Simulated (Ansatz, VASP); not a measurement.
Two plane-wave programs on TiC

Contents of INCAR:

```
PREC     = Accurate       # precision mode
ENCUT    = 520            # plane-wave cutoff, eV
EDIFF    = 1E-7           # SCF threshold, eV
ISMEAR   = 0              # smearing method
SIGMA    = 0.1            # smearing width, eV
LREAL    = F              # projectors in reciprocal space
LASPH    = T              # aspherical terms in the spheres
NELM     = 80             # most SCF steps
ALGO     = Normal         # electronic algorithm
ISIF     = 2              # what is computed and relaxed
LWAVE    = F              # write WAVECAR
LCHARG   = F              # write CHGCAR
GGA      = CA             # functional
NBANDS   = 15             # bands
```

File KPOINTS:

```
regular mesh
0
Gamma
  8 8 8
```

POSCAR

```
TiC
1.0
    0.0000000000      2.1657188400      2.1657188400
    2.1657188400      0.0000000000      2.1657188400
    2.1657188400      2.1657188400      0.0000000000
Ti C
1 1
Direct
    0.0000000000      0.0000000000      0.0000000000
    0.5000000000      0.5000000000      0.5000000000
```

Input for Ansatz:

```yaml
crystal:
  lattice:
    - [0.0, 2.16571884, 2.16571884]
    - [2.16571884, 0.0, 2.16571884]
    - [2.16571884, 2.16571884, 0.0]
  atoms:
    - { symbol: Ti, position: [0.0, 0.0, 0.0] }
    - { symbol: C, position: [0.5, 0.5, 0.5] }
basis:
  ecutwfc: 600.0
kpoints:
  mp_grid: { grid: [8, 8, 8] }
hamiltonian:
  xc: lda
  pseudopotentials: { kind: paw, azcp: { folder: soft_1 } }
scf:
  occupations: { method: gaussian, width: 0.1 }
output:
  forces: true
  stress: true
  eigenvalues: true
```

Alike in both runs: task single point; functional LDA; k mesh 8 × 8 × 8; occupations gaussian, width 0.1 eV; no spin polarisation.

|  | VASP | Ansatz |
| --- | --- | --- |
| version | VASP 6.6.1 | Ansatz 0.2.0 |
| potentials or method | VASP PAW LDA potentials, release 64 (Ti_sv, C), cutoff 520 eV | scalar-relativistic, plane waves, PAW |
| valence electrons in the cell | 16 | 16 |

|  | VASP | Ansatz | Ansatz less VASP |
| --- | --- | --- | --- |
| gap on the k mesh at the Fermi level (eV) | none | none | - |
| pressure (GPa) | -11.9 | -12.6 | -0.70 |

Ansatz warns that its potentials were made for another functional, while VASP's fit it. LDA's correlation is that of Perdew and Zunger in VASP and of Perdew and Wang (1992) in Ansatz. A gap of «none» marks a metal or a gap that the smearing closes.
